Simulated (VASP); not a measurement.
A run of VASP 6.6.1:

File INCAR:

```
PREC = Accurate
ENCUT = 520
EDIFF = 1E-7
ISMEAR = 0
SIGMA = 0.1
LREAL = False
LASPH = True
NELM = 150
ALGO = Normal
ISIF = 2
LWAVE = False
LCHARG = True
ISPIN = 2
MAGMOM = 1.67
LORBIT = 11
NUPDOWN = 1.67
LMAXMIX = 4
GGA = PE
LELF = True
LVHAR = True
NBANDS = 15
```

The input KPOINTS:

```
Automatic mesh
0
Gamma
  14 14 14
```

POSCAR

```
Ni
1.0
    0.0000000000      1.7677500000      1.7677500000
    1.7677500000      0.0000000000      1.7677500000
    1.7677500000      1.7677500000      0.0000000000
Ni
1
Direct
    0.0000000000      0.0000000000      0.0000000000
```

Potentials or basis: VASP PAW PBE potentials, release 64 (Ni).

Command:

```bash
$ cat potpaw_PBE.64/Ni/POTCAR > POTCAR
$ mpirun -np 1 vasp_std > vasp.out
```

Hardware: 1 thread of Intel(R) Xeon(R) Platinum 8259CL CPU @ 2.50GHz (Skylake/Cascade Lake), on a shared host.

Question: Estimate the wall time of this run.

Answer: Run time: 39 s on 1 thread of Intel(R) Xeon(R) Platinum 8259CL CPU @ 2.50GHz (Skylake/Cascade Lake) (shared host), peak memory 0.15 GiB. Counts: scf iterations 15, k points 104.
